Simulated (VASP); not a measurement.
Input of a VASP 6.6.1 run:

The input INCAR:

```
PREC = Accurate
ENCUT = 520
EDIFF = 1E-7
ISMEAR = -1
SIGMA = 0.05
LREAL = Auto
LASPH = T
NELM = 60
ALGO = Normal
ISIF = 2
LWAVE = F
LCHARG = F
GGA = PS
NBANDS = 86
```

File KPOINTS:

```
regular mesh
0
Gamma
  2 2 1
```

The input POSCAR:

```
WC
1.0
    5.7996800000      0.0000000000      0.0000000000
   -2.8998400000      5.0226700000      0.0000000000
    0.0000000000      0.0000000000     15.2562950000
W C
8 8
Direct
    0.0000000000      0.0000000000      0.0655467137
   -0.0056972191     -0.0052561685      0.2514896310
   -0.0000000357      0.4999930316      0.0655467137
    0.0056749240      0.4970663014      0.2545637719
    0.4999931031      0.0000000000      0.0655467137
    0.4921164694     -0.0166843531      0.2572577418
    0.4999930673      0.4999930316      0.0655467137
    0.5169243962      0.4893015070      0.2594535567
    0.3309811408      0.1882464904      0.1514325726
    0.3230423214      0.1325390679      0.3231518531
    0.3439039349      0.7071537648      0.1600257467
    0.3124971641      0.6286497022      0.3218802468
    0.8450703751      0.1645738223      0.1568139578
    0.8372026777      0.1630805926      0.3205889766
    0.8482242745      0.6983934839      0.1575611903
    0.8624780208      0.6526210163      0.3396696249
```

Potentials or basis: VASP PAW PBE potentials, release 64 (W_sv, C).

The run is started by

```sh
$ cat potpaw_PBE.64/W_sv/POTCAR potpaw_PBE.64/C/POTCAR > POTCAR
$ mpirun -np 1 vasp_std > vasp.out
```

(1) Predict the band gap on the k mesh.

(2) What does it give for the largest force?

## Answers

(1) zero (bands 72 and 73 overlap by 0.28 eV).

(2) 4.253 eV/Å.

Caveat: the k points lie up to 0.63 Å⁻¹ apart; there is no dipole correction, which matters where the two faces differ; the PAW data sets were made with another functional, which shifts forces and pressure a little; spin-orbit coupling is left out, which moves the levels of the heavy elements.
